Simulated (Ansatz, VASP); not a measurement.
Zn in VASP and in Ansatz

File INCAR:

```
SYSTEM = Zn
PREC     = Accurate       ! precision mode
ENCUT    = 520            ! plane-wave cutoff, eV
EDIFF    = 1E-6           ! SCF threshold, eV
ISMEAR   = -1             ! smearing method
SIGMA    = 0.1            ! smearing width, eV
LREAL    = .FALSE.        ! projectors in reciprocal space
LASPH    = .TRUE.         ! aspherical terms in the spheres
NELM     = 80             ! most SCF steps
ALGO     = Normal         ! electronic algorithm
ISIF     = 2              ! what is computed and relaxed
LWAVE    = .FALSE.        ! write WAVECAR
LCHARG   = .FALSE.        ! write CHGCAR
GGA      = PE             ! functional
NBANDS   = 25             ! bands
```

KPOINTS

```
regular mesh
0
G
  11 11 15
  0 0 0
```

The input POSCAR:

```
Zn
1.0
    4.5428896169      0.0000000000      0.0000000000
   -2.2714448084      3.9342578148      0.0000000000
    0.0000000000      0.0000000000      2.7218247670
Zn
3
Direct
    0.0000000000      1.0000000000      0.0000000000
    0.3333333333      0.6666666667      0.5000000000
    0.6666666667      0.3333333333      0.5000000000
```

Input for Ansatz:

```yaml
crystal:
  lattice:
    - [4.5428896169, 0.0, 0.0]
    - [-2.2714448084, 3.9342578148, 0.0]
    - [0.0, 0.0, 2.721824767]
  atoms:
    - { symbol: Zn, position: [0.0, 1.0, 0.0] }
    - { symbol: Zn, position: [0.3333333333, 0.6666666667, 0.5] }
    - { symbol: Zn, position: [0.6666666667, 0.3333333333, 0.5] }
hamiltonian:
  xc: pbe
  pseudopotentials:
    kind: paw
    azcp:
      Zn: "pseudopotentials/Zn.paw.azcp"
basis:
  ecutwfc: 420
  fft_grid_basis: typed
kpoints:
  mp_grid: { grid: [11, 11, 15], shift: [0, 0, 0] }
magnetization:
  spin_polarized: false
scf:
  occupations: { method: fermi_dirac, width: 0.1 }
output:
  stress: true
```

Alike in both runs: task single point; functional PBE; k mesh 11 × 11 × 15; occupations fermi-dirac, width 0.1 eV; no spin polarisation.

|  | VASP | Ansatz |
| --- | --- | --- |
| version | VASP 6.6.1 | Ansatz 0.2.0 |
| potentials or method | VASP PAW PBE potentials, release 64 (Zn), cutoff 520 eV | plane waves (420 eV) with PAW, scalar-relativistic |
| valence electrons in the cell | 36 | 36 |

|  | VASP | Ansatz | Ansatz less VASP |
| --- | --- | --- | --- |
| pressure (GPa) | -2.1 | -2.2 | -0.07 |
| traceless stress, the component that is largest in VASP (GPa) | -0.13 | -0.12 | +0.009 |
